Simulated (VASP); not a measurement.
# ZnS: single point with r2SCAN

Crystal: ZnS.

```xyz
8
Lattice="-3.8087 0.0000 0.0000 -1.9044 -3.2985 0.0000 0.0000 0.0000 13.2165" Properties=species:S:1:pos:R:3 pbc="T T T"
Zn   -5.7131   -3.2985    8.1813
Zn    0.0000    0.0000    1.9481
Zn   -1.9044   -1.0995   11.2974
Zn   -3.8087   -2.1990    5.0641
S    -1.9044   -3.2985   10.5140
S     0.0000    0.0000    4.2808
S    -1.9044   -1.0995    1.1685
S    -3.8087   -2.1990    7.4017
```

This cell differs from its parent crystal: the distance across one plane changed.

```yaml
Program: VASP 6.6.1
Task: single point
Functional: r2SCAN
Potentials_or_basis: VASP PAW PBE potentials, release 64 (Zn, S)
Cutoff: 520 eV
k_mesh: 7 × 7 × 2
Occupations: gaussian, width 0.05 eV
Spin: no spin polarisation
```

| Property | Result |
| --- | --- |
| Pressure | -1.6 GPa |
| Largest force | 0.995 eV/Å |
| Band gap on the k mesh | 1.38 eV |

Forces on the atoms (eV/Å):
```
Zn   0.000  0.000 -0.397
Zn   0.000  0.000 -0.445
Zn   0.000  0.000  0.629
Zn   0.000  0.000 -0.358
S    0.000  0.000  0.796
S    0.000  0.000  0.389
S    0.000  0.000 -0.995
S    0.000  0.000  0.381
```

Stress tensor (GPa, compression positive):
```
-0.81  0.00  0.00
 0.00 -0.81  0.00
 0.00  0.00 -3.20
```

Levels at points of the mesh, in eV from the valence-band top:
| k point | band 32 | band 33 | band 34 | band 35 | band 36 | band 37 | band 38 | band 39 | band 40 | band 41 |
| --- | --- | --- | --- | --- | --- | --- | --- | --- | --- | --- |
| (0.00, 0.00, 0.00) | -0.80 | -0.80 | -0.62 | 0.00 | 0.00 | 1.38 | 2.80 | 3.31 | 3.97 | 4.80 |
| (0.00, 0.00, 0.50) | -1.27 | -0.79 | -0.79 | 0.00 | 0.00 | 1.85 | 2.82 | 3.16 | 3.75 | 4.81 |

Run time: 4.1 min on 1 thread of Intel(R) Xeon(R) 6975P-C (Granite Rapids) (shared host), peak memory 0.33 GiB.

Caveat: the cell differs from its parent crystal (the distance across one plane changed); the PAW data sets were made with another functional, which shifts forces and pressure a little; an odd mesh through Γ misses points on the zone boundary, where band edges can lie.
